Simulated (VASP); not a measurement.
Set up this calculation in VASP 6.6.1, as the native input.

- Task: single point
- Functional: LDA
- Potentials or basis: VASP PAW LDA potentials, release 64 (Zn, Tc_pv)
- Cutoff: 520 eV
- k mesh: 6 × 6 × 6
- Occupations: fermi-dirac, width 0.1 eV
- Spin: no spin polarisation
- Dipole correction: no
- Further INCAR settings: ALGO = Normal; EDIFF = 1e-06; NBANDS = 60

The structure of ZnTc lies in POSCAR:

```
ZnTc
1.0
    0.0000000000      3.7636052154      3.7636052154
    3.7636052154      0.0000000000      3.7636052154
    3.7636052154      3.7636052154      0.0000000000
Zn Tc
4 4
Direct
    0.0000000000      0.0000000000      0.0000000000
    0.0000000000      0.5000000000      0.0000000000
    0.0000000000      0.5000000000      0.5000000000
    0.5000000000      0.5000000000      0.0000000000
    0.0000000000      0.0000000000      0.5000000000
    0.5000000000      0.0000000000      0.0000000000
    0.5000000000      0.0000000000      0.5000000000
    0.5000000000      0.5000000000      0.5000000000
```

These files were run (other wordings do the same):

INCAR

```
  ALGO = Normal
  EDIFF = 1E-6
  ENCUT = 520
  GGA = CA
  ISIF = 2
  ISMEAR = -1
  LASPH = T
  LCHARG = F
  LREAL = F
  LWAVE = F
  NBANDS = 60
  NELM = 100
  PREC = Accurate
  SIGMA = 0.1
```

KPOINTS

```
k-points
0
Gamma
  6 6 6
```

Potentials or basis: VASP PAW LDA potentials, release 64 (Zn, Tc_pv).

Launch:

```sh
$ cat potpaw_LDA.64/Zn/POTCAR potpaw_LDA.64/Tc_pv/POTCAR > POTCAR
$ mpirun -np 1 vasp_std > vasp.out
```

Results of the run:

```yaml
Pressure: 0.7 GPa
Band_gap_on_the_k_mesh: zero (bands 50 and 51 overlap by 0.92 eV)
```

Wall time 2.5 min on 1 thread of Intel Xeon 8259CL (shared host), peak memory 0.24 GiB.
